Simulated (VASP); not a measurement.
# Ga6HN6 (a cell with a defect) in VASP: further runs

Runs on Ga6HN6 (a cell with a defect). Level: PBE. Tasks: single point.

Everything below comes from runs of VASP 6.6.1. Logs are shortened: lines on timing, memory, paths and dates and some standing lists are left out, and cuts for length are marked.

**1. The cell of the first run**

The cell holds a defect, 13 atoms: a = 5.243 Å, b = 5.574 Å, c = 5.574 Å, α = 120.00°, β = 90.00°, γ = 90.00°.

**2. Single point, PBE, collinear spin, ferromagnetic start**

The input, INCAR:

```
SYSTEM = Ga6HN6
PREC = Accurate
ENCUT = 520
EDIFF = 1E-7
ISMEAR = 0
SIGMA = 0.02
LREAL = .False.
LASPH = .True.
NELM = 150
ALGO = Normal
ISIF = 2
LWAVE = .False.
LCHARG = .False.
ISPIN = 2
MAGMOM = 0 0 0 0 0 0 0 0 0 0 0 0 1
LORBIT = 11
GGA = PE
NBANDS = 70
```

The input, KPOINTS:

```
Automatic mesh
0
Gamma
  3 3 3
  0 0 0
```

The input, POSCAR:

```
Ga6HN6
1.0
    0.0000000000      0.0000000000     -5.2431684262
    4.8275562260      2.7871908866      0.0000000000
    0.0000000001     -5.5743817732      0.0000000000
Ga N H
6 6 1
Direct
    0.4977854470      0.6667839963      0.6678767969
    0.4977853137      0.3325167089      0.0007440424
    0.4977848648      0.9996511908      0.3336132926
   -0.0013048050      0.3276575498      0.3287519411
   -0.0013071539     -0.0003480174      0.6727446292
   -0.0013030742      0.6716475266      0.0007458647
    0.1247527656      0.6595564146      0.6606507510
    0.1247542817      0.3397488874      0.0007468786
    0.1247530480      0.9996527774      0.3408462815
    0.6191022963      0.3351238233      0.3362164267
    0.6191044538     -0.0003487714      0.6652731983
    0.6191046408      0.6641794834      0.0007437875
    0.8472001582     -0.0003394920      0.0007519786
```

Potentials or basis: VASP PAW PBE potentials, release 64 (Ga_d, N, H).

Command:

```console
$ cat potpaw_PBE.64/Ga_d/POTCAR potpaw_PBE.64/N/POTCAR potpaw_PBE.64/H/POTCAR > POTCAR
$ mpirun -np 1 vasp_std > vasp.out
```

OUTCAR:

```text
SYSTEM = Ga6HN6
   PREC = Accurate
   ENCUT = 520
   EDIFF = 1E-7
   ISMEAR = 0
   LREAL = .False.
   LASPH = .True.
   NELM = 150
   ISIF = 2
   ISPIN = 2
   LORBIT = 11
   GGA = PE

 ion  position               nearest neighbor table
   1  0.498  0.667  0.668-  10 1.96   7 1.96  11 1.97  12 1.97
   2  0.498  0.333  0.001-  12 1.96   8 1.96  10 1.97  11 1.97
   3  0.498  1.000  0.334-  11 1.96   9 1.96  10 1.97  12 1.97
   4  0.999  0.328  0.329-   7 1.96   8 1.98   9 1.98  10 1.99
   5  0.999  1.000  0.673-   9 1.96   7 1.98   8 1.98  11 1.99
   6  0.999  0.672  0.001-   8 1.96   7 1.98   9 1.98  12 1.99
   7  0.125  0.660  0.661-   1 1.96   4 1.96   6 1.98   5 1.98
   8  0.125  0.340  0.001-   2 1.96   6 1.96   5 1.98   4 1.98
   9  0.125  1.000  0.341-   3 1.96   5 1.96   4 1.98   6 1.98
  10  0.619  0.335  0.336-   1 1.96   2 1.97   3 1.97   4 1.99
  11  0.619  1.000  0.665-   3 1.96   2 1.97   1 1.97   5 1.99
  12  0.619  0.664  0.001-   2 1.96   1 1.97   3 1.97   6 1.99
  13  0.847  1.000  0.001-

  LATTYP: Found a hexagonal cell.
 ALAT       =     5.5743817732
 C/A-ratio  =     0.9405829453

  Lattice vectors:

 A1 = (   4.8275562260,   2.7871908866,   0.0000000000)
 A2 = (   0.0000000001,  -5.5743817732,   0.0000000000)
 A3 = (   0.0000000000,   0.0000000000,  -5.2431684262)

Analysis of symmetry for initial positions (statically):
=====================================================================
 Subroutine PRICEL returns:
 Original cell was already a primitive cell.

 Routine SETGRP: Setting up the symmetry group for a
 hexagonal supercell.

 Subroutine GETGRP returns: Found  2 space group operations
 (whereof  1 operations were pure point group operations)
 out of a pool of 24 trial point group operations.

The static configuration has the point symmetry C_1 .
 The point group associated with its full space group is C_1h.

Analysis of symmetry for dynamics (positions and initial velocities):
=====================================================================
 Subroutine PRICEL returns:
 Original cell was already a primitive cell.

 Routine SETGRP: Setting up the symmetry group for a
 hexagonal supercell.

 Subroutine GETGRP returns: Found  2 space group operations
 (whereof  1 operations were pure point group operations)
 out of a pool of 24 trial point group operations.

[... 179 lines left out ...]
 spin component 1

 k-point     1 :       0.0000    0.0000    0.0000
  band No.  band energies     occupation
      1     -10.7626      1.00000
      2      -9.8478      1.00000
      3      -9.7453      1.00000
      4      -9.7451      1.00000
      5      -9.7132      1.00000
      6      -9.7131      1.00000
[... 679 lines left out ...]
     65      12.8263      0.00000
     66      12.8263      0.00000
 Fermi energy:         5.6137728560

 spin component 2

 k-point     1 :       0.0000    0.0000    0.0000
  band No.  band energies     occupation
      1     -10.6847      1.00000
      2      -9.8022      1.00000
      3      -9.7046      1.00000
      4      -9.7044      1.00000
      5      -9.6671      1.00000
      6      -9.6669      1.00000
[... 679 lines left out ...]
     65      12.8607      0.00000
     66      12.8608      0.00000
 [bands above 66 left out]

------------------------ aborting loop because EDIFF is reached ----------------------------------------

  FORCE on cell =-STRESS in cart. coord.  units (eV):
  Direction    XX          YY          ZZ          XY          YZ          ZX
  --------------------------------------------------------------------------------------
  -------------------------------------------------------------------------------------
  Total        2.6071478      2.6074270      3.5873535      0.0002418     -0.0000743      0.0001285
  in kB       29.6045438     29.6077147     40.7349229      0.0027461     -0.0008442      0.0014597
  external PRESSURE =      33.3157271 kB  Pullay stress =       0.0000000 kB

 VOLUME and BASIS-vectors are now :
 -----------------------------------------------------------------------------
  energy-cutoff  :      520.00
  volume of cell :      141.10
      direct lattice vectors                 reciprocal lattice vectors
     0.000000000  0.000000000 -5.243168426     0.000000000  0.000000000 -0.190724371
     4.827556226  2.787190887  0.000000000     0.207144144  0.000000000  0.000000000
     0.000000000 -5.574381773  0.000000000     0.103572072 -0.179392091  0.000000000

 POSITION                                       TOTAL-FORCE (eV/Angst)
 -----------------------------------------------------------------------------------
      3.21894     -1.86455     -2.60997        -0.003018      0.001742      0.014580
      1.60524      0.92264     -2.60997         0.003179      0.001808      0.014533
      4.82587      0.92653     -2.60997         0.000024     -0.003657      0.014533
      1.58179     -0.91934     -5.23633         0.005579     -0.003221     -0.014816
      4.82588     -0.96391     -5.23631         0.000122      0.006609     -0.014830
      3.24242      1.86785     -5.23634        -0.005663     -0.003411     -0.014830
      3.18405     -1.84441     -0.65410         0.002305     -0.001331     -0.004838
      1.64016      0.94278     -0.65411        -0.002446     -0.001399     -0.004755
      4.82588      0.88622     -0.65410        -0.000012      0.002818     -0.004755
      1.61783     -0.94014     -3.24606         0.002087     -0.001205      0.004248
      4.82587     -0.92227     -3.24607         0.000033      0.002489      0.004385
      3.20636      1.84705     -3.24607        -0.002139     -0.001273      0.004385
      4.82592      2.78205     -4.44201        -0.000050      0.000029      0.002159
 -----------------------------------------------------------------------------------
    total drift:                                0.032476      0.056264      0.001760

  FREE ENERGIE OF THE ION-ELECTRON SYSTEM (eV)
  ---------------------------------------------------
  free  energy   TOTEN  =       -73.5246854954 eV

  energy  without entropy=      -73.5237218645  energy(sigma->0) =      -73.52420368

 total charge

# of ion       s       p       d       tot
------------------------------------------
    1        0.788   0.871  10.167  11.826
    2        0.788   0.871  10.167  11.826
    3        0.788   0.871  10.167  11.826
    4        0.774   0.861  10.169  11.804
    5        0.774   0.861  10.169  11.804
    6        0.774   0.861  10.169  11.804
    7        1.232   2.493   0.000   3.725
    8        1.232   2.493   0.000   3.725
    9        1.232   2.493   0.000   3.725
   10        1.232   2.490   0.000   3.722
   11        1.232   2.490   0.000   3.722
   12        1.232   2.490   0.000   3.722
   13        0.475   0.013   0.000   0.488
--------------------------------------------------
tot         12.552  20.161  61.007  93.720

 magnetization (x)

# of ion       s       p       d       tot
------------------------------------------
    1        0.002   0.007   0.003   0.012
    2        0.002   0.007   0.003   0.012
    3        0.002   0.007   0.003   0.012
    4       -0.002  -0.002   0.013   0.009
    5       -0.002  -0.002   0.013   0.009
    6       -0.002  -0.002   0.013   0.009
    7        0.003   0.044   0.000   0.047
    8        0.003   0.044   0.000   0.047
    9        0.003   0.044   0.000   0.047
   10        0.003   0.038   0.000   0.041
   11        0.003   0.038   0.000   0.041
   12        0.003   0.038   0.000   0.041
   13        0.211   0.001   0.000   0.212
--------------------------------------------------
tot          0.228   0.264   0.046   0.538
```

OSZICAR:

```text
N       E                     dE             d eps       ncg     rms          rms(c)
DAV:   1     0.141807427884E+04    0.14181E+04   -0.45455E+04  3144   0.288E+03
DAV:   2     0.255128631001E+03   -0.11629E+04   -0.10862E+04  2800   0.798E+02
DAV:   3    -0.521770199754E+02   -0.30731E+03   -0.29126E+03  3366   0.253E+02
DAV:   4    -0.827682811908E+02   -0.30591E+02   -0.30038E+02  3242   0.826E+01
DAV:   5    -0.847740510395E+02   -0.20058E+01   -0.19949E+01  4040   0.216E+01    0.187E+01
DAV:   6    -0.729499837055E+02    0.11824E+02   -0.34971E+01  4782   0.540E+01    0.512E+00
DAV:   7    -0.735770201134E+02   -0.62704E+00   -0.69032E+00  3220   0.121E+01    0.474E+00
DAV:   8    -0.735518317182E+02    0.25188E-01   -0.86276E-01  3752   0.105E+01    0.137E+00
DAV:   9    -0.735178434293E+02    0.33988E-01   -0.23324E-01  3862   0.718E+00    0.600E-01
DAV:  10    -0.735233250506E+02   -0.54816E-02   -0.61784E-02  3502   0.146E+00    0.291E-01
DAV:  11    -0.735243073209E+02   -0.98227E-03   -0.50167E-03  3680   0.109E+00    0.112E-01
DAV:  12    -0.735245574847E+02   -0.25016E-03   -0.11404E-03  3374   0.414E-01    0.587E-02
DAV:  13    -0.735246664686E+02   -0.10898E-03   -0.55129E-04  3818   0.215E-01    0.239E-02
DAV:  14    -0.735246829129E+02   -0.16444E-04   -0.11203E-04  3272   0.122E-01    0.227E-02
DAV:  15    -0.735246854814E+02   -0.25685E-05   -0.22609E-05  3290   0.103E-01    0.135E-02
DAV:  16    -0.735246847232E+02    0.75820E-06   -0.12571E-05  3598   0.534E-02    0.173E-03
DAV:  17    -0.735246855377E+02   -0.81448E-06   -0.72835E-06  3980   0.132E-02    0.105E-03
DAV:  18    -0.735246854954E+02    0.42239E-07   -0.62869E-08  1988   0.108E-02
   1 F= -.73524685E+02 E0= -.73524204E+02  d E =-.963631E-03  mag=     0.7778
```

It took 2.6 min on 1 thread of AMD EPYC 9R45 (Zen 5), shared host; peak memory 0.34 GiB.

Results:

| Item | Value |
| --- | --- |
| Free energy | -73.5247 eV |
| Pressure | 3.3 GPa |
| Largest force | 0.016 eV/Å |
| Net moment | 0.78 μB per cell |
| Site moments | Ga +0.01; N +0.05, +0.04; H +0.21 μB |
| Valence electrons inside the program's atomic spheres | Ga 11.83, 11.80; N 3.73, 3.72; H 0.49 |

Forces on the atoms (eV/Å):
```
Ga  -0.003  0.002  0.015
Ga   0.003  0.002  0.015
Ga   0.000 -0.004  0.015
Ga   0.006 -0.003 -0.015
Ga   0.000  0.007 -0.015
Ga  -0.006 -0.003 -0.015
N    0.002 -0.001 -0.005
N   -0.002 -0.001 -0.005
N    0.000  0.003 -0.005
N    0.002 -0.001  0.004
N    0.000  0.002  0.004
N   -0.002 -0.001  0.004
H    0.000  0.000  0.002
```

Caveat: the k points lie up to 0.43 Å⁻¹ apart.

**3. Single point, PBE, collinear spin, ferromagnetic start**

The input, INCAR:

```
SYSTEM = Ga6HN6
ALGO = Normal
EDIFF = 1E-6
ENCUT = 520
GGA = PE
ISIF = 2
ISMEAR = 0
ISPIN = 2
LASPH = .TRUE.
LCHARG = .TRUE.
LELF = .TRUE.
LORBIT = 11
LREAL = .FALSE.
LVHAR = .TRUE.
LWAVE = .FALSE.
MAGMOM = 0 0 0 0 0 0 0 0 0 0 0 0 0.38
NBANDS = 70
NELM = 150
PREC = Accurate
SIGMA = 0.02
```

The input, KPOINTS:

```
k-points
0
G
  3 3 3
  0 0 0
```

The input, POSCAR:

```
Ga6HN6
1.0
    0.0000000000      0.0000000000     -5.2431684262
    4.8275562260      2.7871908866      0.0000000000
    0.0000000001     -5.5743817732      0.0000000000
Ga N H
6 6 1
Direct
    0.4966205142      0.6718022221      0.6718034723
    0.4966205142      0.3281975239      0.0000011028
    0.4966205142      0.9999997460      0.3281989381
    0.0005822815      0.3351956817      0.3351970542
    0.0005822815     -0.0000004143      0.6648051741
    0.0005822815      0.6648038572      0.0000011216
    0.1217878100      0.6676224676      0.6676238565
    0.1217878100      0.3323768642      0.0000010345
    0.1217878100      0.9999997460      0.3323784151
    0.6271776401      0.3472431851      0.3472444335
    0.6271774493     -0.0000002072      0.6527578431
    0.6271776401      0.6527563538      0.0000009975
    0.5305124257      0.0000000000      0.0000017939
```

Potentials or basis: VASP PAW PBE potentials, release 64 (Ga_d, N, H).

Command:

```console
$ cat potpaw_PBE.64/Ga_d/POTCAR potpaw_PBE.64/N/POTCAR potpaw_PBE.64/H/POTCAR > POTCAR
$ mpirun -np 1 vasp_std > vasp.out
```

OUTCAR:

```text
SYSTEM = Ga6HN6
   EDIFF = 1E-6
   ENCUT = 520
   GGA = PE
   ISIF = 2
   ISMEAR = 0
   ISPIN = 2
   LASPH = .TRUE.
   LORBIT = 11
   LREAL = .FALSE.
   NELM = 150
   PREC = Accurate

 ion  position               nearest neighbor table
   1  0.497  0.672  0.672-  13 1.84  10 1.93   7 1.97  11 2.01  12 2.01
   2  0.497  0.328  0.000-  13 1.84  12 1.93   8 1.97  11 2.01  10 2.01
   3  0.497  1.000  0.328-  13 1.84  11 1.93   9 1.97  12 2.01  10 2.01
   4  0.001  0.335  0.335-  10 1.96   7 1.96   8 1.97   9 1.97
   5  0.001  1.000  0.665-  11 1.96   9 1.96   7 1.97   8 1.97
   6  0.001  0.665  0.000-  12 1.96   8 1.96   7 1.97   9 1.97
   7  0.122  0.668  0.668-   4 1.96   1 1.97   5 1.97   6 1.97
   8  0.122  0.332  0.000-   6 1.96   2 1.97   5 1.97   4 1.97
   9  0.122  1.000  0.332-   5 1.96   3 1.97   6 1.97   4 1.97
  10  0.627  0.347  0.347-   1 1.93   4 1.96   2 2.01   3 2.01
  11  0.627  1.000  0.653-   3 1.93   5 1.96   1 2.01   2 2.01
  12  0.627  0.653  0.000-   2 1.93   6 1.96   1 2.01   3 2.01
  13  0.531  0.000  0.000-   3 1.84   2 1.84   1 1.84

  LATTYP: Found a hexagonal cell.
 ALAT       =     5.5743817732
 C/A-ratio  =     0.9405829453

  Lattice vectors:

 A1 = (   4.8275562260,   2.7871908866,   0.0000000000)
 A2 = (   0.0000000001,  -5.5743817732,   0.0000000000)
 A3 = (   0.0000000000,   0.0000000000,  -5.2431684262)

Analysis of symmetry for initial positions (statically):
=====================================================================
 Subroutine PRICEL returns:
 Original cell was already a primitive cell.

 Routine SETGRP: Setting up the symmetry group for a
 hexagonal supercell.

 Subroutine GETGRP returns: Found  6 space group operations
 (whereof  6 operations were pure point group operations)
 out of a pool of 24 trial point group operations.

The static configuration has the point symmetry C_3v.

Analysis of symmetry for dynamics (positions and initial velocities):
=====================================================================
 Subroutine PRICEL returns:
 Original cell was already a primitive cell.
[... 1159 lines left out ...]
  -------------------------------------------------------------------------------------
  Total        5.2211161      5.2211161      2.8133923     -0.0000000     -0.0000000      0.0000000
  in kB       59.2865353     59.2865353     31.9464801     -0.0000000     -0.0000000      0.0000000
  external PRESSURE =      50.1731836 kB  Pullay stress =       0.0000000 kB

 VOLUME and BASIS-vectors are now :
 -----------------------------------------------------------------------------
  energy-cutoff  :      520.00
  volume of cell :      141.10
      direct lattice vectors                 reciprocal lattice vectors
     0.000000000  0.000000000 -5.243168426     0.000000000  0.000000000 -0.190724371
     4.827556226  2.787190887  0.000000000     0.207144144  0.000000000  0.000000000
     0.000000000 -5.574381773  0.000000000     0.103572072 -0.179392091  0.000000000

 POSITION                                       TOTAL-FORCE (eV/Angst)
 -----------------------------------------------------------------------------------
      3.24316     -1.87245     -2.60386        -0.021522      0.012426     -0.019967
      1.58439      0.91474     -2.60386         0.021522      0.012426     -0.019967
      4.82755      0.95768     -2.60386         0.000000     -0.024851     -0.019967
      1.61818     -0.93426     -0.00305        -0.006098      0.003521     -0.024001
      4.82755     -0.91869     -0.00305         0.000000     -0.007041     -0.024001
      3.20938      1.85293     -0.00305         0.006098      0.003521     -0.024001
      3.22299     -1.86080     -0.63855        -0.001834      0.001059     -0.054987
      1.60457      0.92639     -0.63855         0.001834      0.001059     -0.054987
      4.82755      0.93439     -0.63855         0.000000     -0.002118     -0.054987
      1.67634     -0.96784     -3.28840        -0.006026      0.003479     -0.081547
      4.82756     -0.85153     -3.28840         0.000000     -0.006959     -0.081547
      3.15122      1.81935     -3.28840         0.006026      0.003479     -0.081547
      0.00000     -0.00001     -2.78157        -0.000000     -0.000000      0.541506
 -----------------------------------------------------------------------------------
    total drift:                                0.006091      0.033701     -0.000862

  FREE ENERGIE OF THE ION-ELECTRON SYSTEM (eV)
  ---------------------------------------------------
  free  energy   TOTEN  =       -73.1228414256 eV

  energy  without entropy=      -73.1220026088  energy(sigma->0) =      -73.12242202

 total charge

# of ion       s       p       d       tot
------------------------------------------
    1        0.780   0.874  10.175  11.829
    2        0.780   0.874  10.175  11.829
    3        0.780   0.874  10.175  11.829
    4        0.784   0.872  10.167  11.823
    5        0.784   0.872  10.167  11.823
    6        0.784   0.872  10.167  11.823
    7        1.225   2.504   0.000   3.729
    8        1.225   2.504   0.000   3.729
    9        1.225   2.504   0.000   3.729
   10        1.244   2.476   0.000   3.720
   11        1.244   2.476   0.000   3.720
   12        1.244   2.476   0.000   3.720
   13        0.514   0.020   0.000   0.534
--------------------------------------------------
tot         12.616  20.199  61.023  93.838

 magnetization (x)

# of ion       s       p       d       tot
------------------------------------------
    1       -0.000   0.006   0.016   0.022
    2       -0.000   0.006   0.016   0.022
    3       -0.000   0.006   0.016   0.022
    4       -0.000   0.001   0.001   0.002
    5       -0.000   0.001   0.001   0.002
    6       -0.000   0.001   0.001   0.002
    7       -0.000   0.006   0.000   0.006
    8       -0.000   0.006   0.000   0.006
    9       -0.000   0.006   0.000   0.006
   10        0.011   0.091   0.000   0.103
   11        0.011   0.091   0.000   0.103
   12        0.011   0.091   0.000   0.103
   13        0.172   0.001   0.000   0.174
--------------------------------------------------
tot          0.205   0.312   0.053   0.570
```

stdout:

```text
POSCAR found type information on POSCAR GaN H
 POSCAR found :  3 types and      13 ions
 scaLAPACK will be used
 LDA part: xc-table for (Slater+PW92), standard interpolation
 POSCAR, INCAR and KPOINTS ok, starting setup
 FFT: planning ... GRIDC
 FFT: planning ... GRID_SOFT
 FFT: planning ... GRID
 WAVECAR not read
 entering main loop
```

Run time: 3.4 min. Hardware: 1 thread of Oxide Virtual Turin-like, shared host; peak memory 0.31 GiB.

What came out:

| Item | Value |
| --- | --- |
| Free energy | -73.1228 eV |
| Pressure | 5.0 GPa |
| Largest force | 0.542 eV/Å |
| Net moment | 0.78 μB per cell |
| Site moments | Ga +0.02, +0.00; N +0.01, +0.10; H +0.17 μB |
| Valence electrons inside the program's atomic spheres | Ga 11.83, 11.82; N 3.73, 3.72; H 0.53 |

Forces on the atoms (eV/Å):
```
Ga  -0.022  0.012 -0.020
Ga   0.022  0.012 -0.020
Ga   0.000 -0.025 -0.020
Ga  -0.006  0.004 -0.024
Ga   0.000 -0.007 -0.024
Ga   0.006  0.004 -0.024
N   -0.002  0.001 -0.055
N    0.002  0.001 -0.055
N    0.000 -0.002 -0.055
N   -0.006  0.003 -0.082
N    0.000 -0.007 -0.082
N    0.006  0.003 -0.082
H    0.000  0.000  0.542
```

Levels at points of the mesh, in eV from the Fermi level:
Spin up:
| k point | band 51 | band 52 | band 53 | band 54 | band 55 | band 56 | band 57 | band 58 | band 59 | band 60 |
| --- | --- | --- | --- | --- | --- | --- | --- | --- | --- | --- |
| (0.00, 0.00, 0.00) | -2.23 | -1.33 | -1.24 | -1.24 | -0.68 | 1.57 | 3.20 | 3.96 | 5.39 | 5.97 |
Spin down:
```csv
k point,band 51,band 52,band 53,band 54,band 55,band 56,band 57,band 58
"(0.00, 0.00, 0.00)",-2.15,-1.26,-1.14,-1.14,-0.19,1.80,3.32,3.97
```

Caveat: the k points lie up to 0.43 Å⁻¹ apart.
